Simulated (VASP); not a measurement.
# Co (P6_3/mmc) in VASP: single point with PBE+U

Aim: the single point of Co with PBE+U.

All numbers are computed with VASP 6.6.1; they aren't measurements. Logs are shortened: lines on timing, memory, paths and dates and some standing lists are left out, and cuts for length are marked.

## 1. The cell of the first run

Symmetry: P6_3/mmc, No. 194, hexagonal system. Conventional cell: a = 2.351 Å, b = 2.351 Å, c = 4.126 Å, α = 90.00°, β = 90.00°, γ = 120.00°. Within 3.1 Å of Co (site symmetry -6m2) lie 12 Co at 2.35 to 2.47 Å.

## 2. Single point, PBE+U, collinear spin, ferromagnetic start

Input file INCAR:

```
SYSTEM = Co
  PREC = Accurate
  ENCUT = 690
  EDIFF = 1E-6
  ISMEAR = 0
  SIGMA = 0.1
  LREAL = .FALSE.
  LASPH = .TRUE.
  NELM = 200
  ALGO = Normal
  ISIF = 2
  LWAVE = .FALSE.
  LCHARG = .FALSE.
  ISPIN = 2
  MAGMOM = 1.84 1.84
  LORBIT = 11
  LMAXMIX = 4
  LDAU = .TRUE.
  LDAUTYPE = 2
  LDAUL = 2
  LDAUU = 8
  LDAUJ = 0
  LDAUPRINT = 1
  GGA = PE
  NBANDS = 28
  GGA_COMPAT = .FALSE.
```

Input file KPOINTS:

```
regular mesh
0
G
  18 18 10
  0 0 0
```

Input file POSCAR:

```
Co
1.0
    2.3508180091      0.0000000000      0.0000000000
   -1.1754090045      2.0358681155      0.0000000000
    0.0000000000      0.0000000000      4.1256927372
Co
2
Direct
    0.3333333333      0.6666666667      0.2500000000
    0.6666666667      0.3333333333      0.7500000000
```

Potentials or basis: VASP PAW PBE potentials, release 64 (Co_sv).

Command:

```sh
$ cat potpaw_PBE.64/Co_sv/POTCAR > POTCAR
$ mpirun -np 1 vasp_std > vasp.out
```

OUTCAR:

```text
SYSTEM = Co
   PREC = Accurate
   ENCUT = 690
   EDIFF = 1E-6
   ISMEAR = 0
   LREAL = .FALSE.
   LASPH = .TRUE.
   NELM = 200
   ISIF = 2
   ISPIN = 2
   LORBIT = 11
   GGA = PE

 ion  position               nearest neighbor table
   1  0.333  0.667  0.250-   2 2.47   2 2.47   2 2.47   2 2.47   2 2.47   2 2.47
   2  0.667  0.333  0.750-   1 2.47   1 2.47   1 2.47   1 2.47   1 2.47   1 2.47

  LATTYP: Found a hexagonal cell.
 ALAT       =     2.3508180091
 C/A-ratio  =     1.7550030335

  Lattice vectors:

 A1 = (   2.3508180091,   0.0000000000,   0.0000000000)
 A2 = (  -1.1754090045,   2.0358681155,   0.0000000000)
 A3 = (   0.0000000000,   0.0000000000,   4.1256927372)

Analysis of symmetry for initial positions (statically):
=====================================================================
 Subroutine PRICEL returns:
 Original cell was already a primitive cell.

 Routine SETGRP: Setting up the symmetry group for a
 hexagonal supercell.

 Subroutine GETGRP returns: Found 24 space group operations
 (whereof 12 operations were pure point group operations)
 out of a pool of 24 trial point group operations.

The static configuration has the point symmetry D_3d.
 The point group associated with its full space group is D_6h.

Analysis of symmetry for dynamics (positions and initial velocities):
=====================================================================
 Subroutine PRICEL returns:
 Original cell was already a primitive cell.

 Routine SETGRP: Setting up the symmetry group for a
 hexagonal supercell.

 Subroutine GETGRP returns: Found 24 space group operations
 (whereof 12 operations were pure point group operations)
 out of a pool of 24 trial point group operations.

The dynamic configuration has the point symmetry D_3d.
 The point group associated with its full space group is D_6h.

Analysis of structural, dynamic, and magnetic symmetry:
=====================================================================
 Subroutine PRICEL returns:
 Original cell was already a primitive cell.

 Routine SETGRP: Setting up the symmetry group for a
 hexagonal supercell.

 Subroutine GETGRP returns: Found 24 space group operations
 (whereof 12 operations were pure point group operations)
 out of a pool of 24 trial point group operations.

The overall configuration has the point symmetry D_3d.
 The point group associated with its full space group is D_6h.

 Subroutine INISYM returns: Found 24 space group operations
 (whereof 12 operations are pure point group operations),
 and found     1 'primitive' translations

----------------------------------------------------------------------------------------

                                     Primitive cell

  volume of cell :      19.7454

  direct lattice vectors                    reciprocal lattice vectors
     2.350818009  0.000000000  0.000000000     0.425383843  0.245595477  0.000000000
    -1.175409005  2.035868116  0.000000000     0.000000000  0.491190953  0.000000000
     0.000000000  0.000000000  4.125692737     0.000000000  0.000000000  0.242383537

  length of vectors
     2.350818009  2.350818009  4.125692737     0.491190953  0.491190953  0.242383537

  position of ions in fractional coordinates (direct lattice)
     0.333333333  0.666666667  0.250000000
     0.666666667  0.333333333  0.750000000

  ion indices of the primitive-cell ions
   primitive index   ion index
                 1           1
                 2           2

----------------------------------------------------------------------------------------

 KPOINTS: regular mesh

Automatic generation of k-mesh.
 Grid dimensions read from file:
 generate k-points for:   18   18   10

 Generating k-lattice:

  Cartesian coordinates                     Fractional coordinates (reciprocal lattice)
     0.023632436  0.013644193  0.000000000     0.055555556 -0.000000000  0.000000000
     0.000000000  0.027288386  0.000000000     0.000000000  0.055555556  0.000000000
     0.000000000  0.000000000  0.024238354     0.000000000  0.000000000  0.100000000

  Length of vectors
     0.027288386  0.027288386  0.024238354

[... 70 lines left out ...]
   IALGO  =     38    algorithm
   IMIX   =      4    mixing-type and parameters
     AMIX     =   0.40;   BMIX     =  1.00
     AMIX_MAG =   1.60;   BMIX_MAG =  1.00
  volume/ion in A,a.u.               =       9.87        66.62
  Fermi-wavevector in a.u.,A,eV,Ry     =   1.962212  3.708043 52.386192  3.850277
  Thomas-Fermi vector in A             =   2.986943
   LORBIT       =     11    0 simple, 1 ext, 2 COOP (PROOUT), +10 PAW based schemes
 LDA+U is selected, type is set to LDAUTYPE =  2
   angular momentum for each species LDAUL =     2
   U (eV)           for each species LDAUU =   8.0
   J (eV)           for each species LDAUJ =   0.0
   GGA     = PE    functional components
   LHFCALC =     F    Hartree Fock is set to
   AEXX    =    0.0000 exact exchange contribution
   IVDW    =     0    specifies the selected vdW correction
   LEPSILON=     F    determine dielectric tensor
   LRPA    =     F    only Hartree local field effects (RPA)
 spin polarized calculation
 Gauss-broadening in eV      SIGMA  =   0.10
  energy-cutoff  :      690.00
  volume of cell :       19.75
 maximum number of plane-waves:       831
   NGX = 11   NGY = 11   NGZ = 17

atom =   1  type =  1  l = 2

 onsite density matrix

spin component  1

  0.8979 -0.0000 -0.0000  0.0000 -0.0000
 -0.0000  0.9176  0.0000  0.0000 -0.0000
 -0.0000  0.0000  0.8981 -0.0000 -0.0000
  0.0000  0.0000 -0.0000  0.9176  0.0000
 -0.0000 -0.0000 -0.0000  0.0000  0.8979

spin component  2

  0.7063 -0.0000 -0.0000 -0.0000 -0.0000
 -0.0000  0.0860  0.0000  0.0000  0.0000
 -0.0000  0.0000  0.8255  0.0000 -0.0000
 -0.0000  0.0000  0.0000  0.0860 -0.0000
 -0.0000  0.0000 -0.0000 -0.0000  0.7063

 occupancies and eigenvectors

  o =  0.0860  v =  0.0000  0.0000  0.0000  0.0000  0.0000 -0.0000  0.9320 -0.0000 -0.3625 -0.0000      0.0000  0.0000  0.0000  0.0000  0.0000  0.0000  0.0000  0.0000  0.0000  0.0000
  o =  0.0860  v =  0.0000  0.0000  0.0000  0.0000  0.0000  0.0000  0.3625 -0.0000  0.9320  0.0000      0.0000  0.0000  0.0000  0.0000  0.0000  0.0000  0.0000  0.0000  0.0000  0.0000
  o =  0.7063  v =  0.0000  0.0000  0.0000  0.0000  0.0000  1.0000  0.0000  0.0000 -0.0000  0.0076      0.0000  0.0000  0.0000  0.0000  0.0000  0.0000  0.0000  0.0000  0.0000  0.0000
  o =  0.7063  v =  0.0000  0.0000  0.0000  0.0000  0.0000 -0.0076  0.0000  0.0000 -0.0000  1.0000      0.0000  0.0000  0.0000  0.0000  0.0000  0.0000  0.0000  0.0000  0.0000  0.0000
  o =  0.8255  v =  0.0000  0.0000  0.0000  0.0000  0.0000 -0.0000  0.0000  1.0000  0.0000 -0.0000      0.0000  0.0000  0.0000  0.0000  0.0000  0.0000  0.0000  0.0000  0.0000  0.0000
  o =  0.8979  v =  0.9971  0.0000  0.0000 -0.0000  0.0761  0.0000  0.0000  0.0000  0.0000  0.0000      0.0000  0.0000  0.0000  0.0000  0.0000  0.0000  0.0000  0.0000  0.0000  0.0000
  o =  0.8979  v =  0.0761 -0.0000 -0.0000 -0.0000 -0.9971  0.0000  0.0000  0.0000  0.0000  0.0000      0.0000  0.0000  0.0000  0.0000  0.0000  0.0000  0.0000  0.0000  0.0000  0.0000
  o =  0.8981  v =  0.0000  0.0000 -1.0000 -0.0000  0.0000  0.0000  0.0000  0.0000  0.0000  0.0000      0.0000  0.0000  0.0000  0.0000  0.0000  0.0000  0.0000  0.0000  0.0000  0.0000
  o =  0.9176  v =  0.0000 -0.9320 -0.0000  0.3625  0.0000  0.0000  0.0000  0.0000  0.0000  0.0000      0.0000  0.0000  0.0000  0.0000  0.0000  0.0000  0.0000  0.0000  0.0000  0.0000
  o =  0.9176  v = -0.0000 -0.3625 -0.0000 -0.9320  0.0000  0.0000  0.0000  0.0000  0.0000  0.0000      0.0000  0.0000  0.0000  0.0000  0.0000  0.0000  0.0000  0.0000  0.0000  0.0000

atom =   2  type =  1  l = 2

 onsite density matrix

spin component  1

  0.8979 -0.0000 -0.0000  0.0000 -0.0000
 -0.0000  0.9176 -0.0000  0.0000  0.0000
 -0.0000 -0.0000  0.8981 -0.0000 -0.0000
  0.0000  0.0000 -0.0000  0.9176  0.0000
 -0.0000  0.0000 -0.0000  0.0000  0.8979

spin component  2

  0.7063  0.0000 -0.0000 -0.0000 -0.0000
  0.0000  0.0860  0.0000  0.0000 -0.0000
 -0.0000  0.0000  0.8255  0.0000 -0.0000
 -0.0000  0.0000  0.0000  0.0860 -0.0000
 -0.0000 -0.0000 -0.0000 -0.0000  0.7063

 occupancies and eigenvectors

  o =  0.0860  v =  0.0000  0.0000  0.0000  0.0000  0.0000 -0.0000  0.9320 -0.0000 -0.3624 -0.0000      0.0000  0.0000  0.0000  0.0000  0.0000  0.0000  0.0000  0.0000  0.0000  0.0000
  o =  0.0860  v =  0.0000  0.0000  0.0000  0.0000  0.0000  0.0000  0.3624 -0.0000  0.9320 -0.0000      0.0000  0.0000  0.0000  0.0000  0.0000  0.0000  0.0000  0.0000  0.0000  0.0000
  o =  0.7063  v =  0.0000  0.0000  0.0000  0.0000  0.0000 -0.9979 -0.0000 -0.0000  0.0000 -0.0641      0.0000  0.0000  0.0000  0.0000  0.0000  0.0000  0.0000  0.0000  0.0000  0.0000
  o =  0.7063  v =  0.0000  0.0000  0.0000  0.0000  0.0000 -0.0641  0.0000  0.0000 -0.0000  0.9979      0.0000  0.0000  0.0000  0.0000  0.0000  0.0000  0.0000  0.0000  0.0000  0.0000
  o =  0.8255  v =  0.0000  0.0000  0.0000  0.0000  0.0000 -0.0000  0.0000  1.0000  0.0000 -0.0000      0.0000  0.0000  0.0000  0.0000  0.0000  0.0000  0.0000  0.0000  0.0000  0.0000
  o =  0.8979  v = -0.1655 -0.0000 -0.0000 -0.0000 -0.9862  0.0000  0.0000  0.0000  0.0000  0.0000      0.0000  0.0000  0.0000  0.0000  0.0000  0.0000  0.0000  0.0000  0.0000  0.0000
  o =  0.8979  v =  0.9862 -0.0000  0.0000 -0.0000 -0.1655  0.0000  0.0000  0.0000  0.0000  0.0000      0.0000  0.0000  0.0000  0.0000  0.0000  0.0000  0.0000  0.0000  0.0000  0.0000
  o =  0.8981  v = -0.0000 -0.0000  1.0000  0.0000 -0.0000  0.0000  0.0000  0.0000  0.0000  0.0000      0.0000  0.0000  0.0000  0.0000  0.0000  0.0000  0.0000  0.0000  0.0000  0.0000
  o =  0.9176  v =  0.0000 -0.9320 -0.0000  0.3625 -0.0000  0.0000  0.0000  0.0000  0.0000  0.0000      0.0000  0.0000  0.0000  0.0000  0.0000  0.0000  0.0000  0.0000  0.0000  0.0000
  o =  0.9176  v = -0.0000  0.3625  0.0000  0.9320 -0.0000  0.0000  0.0000  0.0000  0.0000  0.0000      0.0000  0.0000  0.0000  0.0000  0.0000  0.0000  0.0000  0.0000  0.0000  0.0000

 number of electron      34.0000030 magnetization       3.9668472

 Free energy of the ion-electron system (eV)
  ---------------------------------------------------
  ext. energy  EPLUGINS =         0.00000000
  ---------------------------------------------------
  free energy    TOTEN  =        -1.40106873 eV

  energy without entropy =       -1.39440323  energy(sigma->0) =       -1.39773598

 E-fermi :  14.2819     XC(G=0): -14.3779

 val. band max:       14.2814134223   @ k =   0.4444   0.0556   0.1000
 cond. band min:      14.2831333942   @ k =   0.3333   0.1667   0.2000
 fundamental gap:      0.0017199719
 Fermi energy:        14.2819107321

 spin component 1

 k-point     1 :       0.0000    0.0000    0.0000
  band No.  band energies     occupation
      1     -81.8969      1.00000
      2     -81.8343      1.00000
      3     -45.9950      1.00000
      4     -45.6235      1.00000
      5     -44.6024      1.00000
      6     -44.6024      1.00000
[... 1481 lines left out ...]
     27      38.3766      0.00000
     28      41.2038      0.00000

 [... further k-points ...]

------------------------ aborting loop because EDIFF is reached ----------------------------------------

  FORCE on cell =-STRESS in cart. coord.  units (eV):
  Direction    XX          YY          ZZ          XY          YZ          ZX
  --------------------------------------------------------------------------------------
  -------------------------------------------------------------------------------------
  Total        7.5039244      7.5039244      8.6212943      0.0000000     -0.0000000      0.0000000
  in kB      608.8825171    608.8825171    699.5480048      0.0000000     -0.0000000      0.0000000
  external PRESSURE =     639.1043464 kB  Pullay stress =       0.0000000 kB

 VOLUME and BASIS-vectors are now :
 -----------------------------------------------------------------------------
  energy-cutoff  :      690.00
  volume of cell :       19.75
      direct lattice vectors                 reciprocal lattice vectors
     2.350818009  0.000000000  0.000000000     0.425383843  0.245595477  0.000000000
    -1.175409005  2.035868116  0.000000000     0.000000000  0.491190953  0.000000000
     0.000000000  0.000000000  4.125692737     0.000000000  0.000000000  0.242383537

 POSITION                                       TOTAL-FORCE (eV/Angst)
 -----------------------------------------------------------------------------------
     -0.00000      1.35725      1.03142        -0.000000      0.000000      0.000000
      1.17541      0.67862      3.09427         0.000000      0.000000      0.000000
 -----------------------------------------------------------------------------------
    total drift:                               -0.000000      0.000000     -0.000000

  FREE ENERGIE OF THE ION-ELECTRON SYSTEM (eV)
  ---------------------------------------------------
  free  energy   TOTEN  =        -1.4010687294 eV

  energy  without entropy=       -1.3944032266  energy(sigma->0) =       -1.39773598

 total charge

# of ion       s       p       d       tot
------------------------------------------
    1        2.269   6.144   6.904  15.317
    2        2.269   6.144   6.904  15.317
--------------------------------------------------
tot          4.538  12.287  13.809  30.634

 magnetization (x)

# of ion       s       p       d       tot
------------------------------------------
    1       -0.000  -0.019   2.114   2.095
    2       -0.000  -0.019   2.114   2.095
--------------------------------------------------
tot         -0.001  -0.038   4.228   4.190
```

It took 3.5 min on 1 thread of Intel Xeon 6975P-C (Granite Rapids), shared host; peak memory 0.34 GiB.

Results:

- Free energy: -1.4011 eV
- Pressure: 63.9 GPa
- Band gap on the k mesh: zero (filled and empty bands overlap)
- Net moment: 3.97 μB per cell
- Site moments: Co +2.10 μB
- Valence electrons inside the program's atomic spheres: Co 15.32

Levels at points of the mesh, in eV from the Fermi level:
Spin up:
| k point | band 16 | band 17 | band 18 | band 19 | band 20 | band 21 | band 22 | band 23 |
| --- | --- | --- | --- | --- | --- | --- | --- | --- |
| (0.00, 0.00, 0.00) | -5.13 | -5.13 | -4.76 | -4.76 | -2.03 | 4.60 | 22.97 | 23.16 |
| (0.50, 0.00, 0.00) | -4.63 | -3.00 | -2.89 | 0.29 | 2.72 | 8.40 | 10.08 | 10.95 |
| (0.00, 0.00, 0.50) | -5.68 | -4.79 | -4.79 | -4.79 | -4.79 | 12.71 | 12.71 | 23.94 |
| (0.50, 0.00, 0.50) | -4.01 | -2.94 | -2.94 | 0.94 | 0.94 | 6.73 | 6.73 | 18.23 |
Spin down:
```csv
k point,band 11,band 12,band 13,band 14,band 15,band 16,band 17,band 18,band 19,band 20
"(0.00, 0.00, 0.00)",-4.59,-2.36,-2.36,-2.05,-2.05,-1.93,3.85,3.85,5.05,5.05
"(0.50, 0.00, 0.00)",-3.51,-3.33,-1.63,0.38,0.50,1.07,1.26,2.52,3.79,5.23
"(0.00, 0.00, 0.50)",-4.75,-4.75,-2.24,-2.24,-2.24,-2.24,4.50,4.50,4.50,4.50
"(0.50, 0.00, 0.50)",-3.93,-3.93,-0.44,-0.44,0.44,0.44,2.54,2.54,3.68,3.68
```

Eigenvalues of the final occupation matrices:
```csv
site,spin,trace,eigenvalues
site 1 d,1,4.53,0.90 0.90 0.90 0.92 0.92
site 1 d,2,2.41,0.09 0.09 0.71 0.71 0.83
site 2 d,1,4.53,0.90 0.90 0.90 0.92 0.92
site 2 d,2,2.41,0.09 0.09 0.71 0.71 0.83
```

Caveat: the stress differs along the axes, from 61 to 70 GPa; the U is typed as a test and isn't derived for this compound.
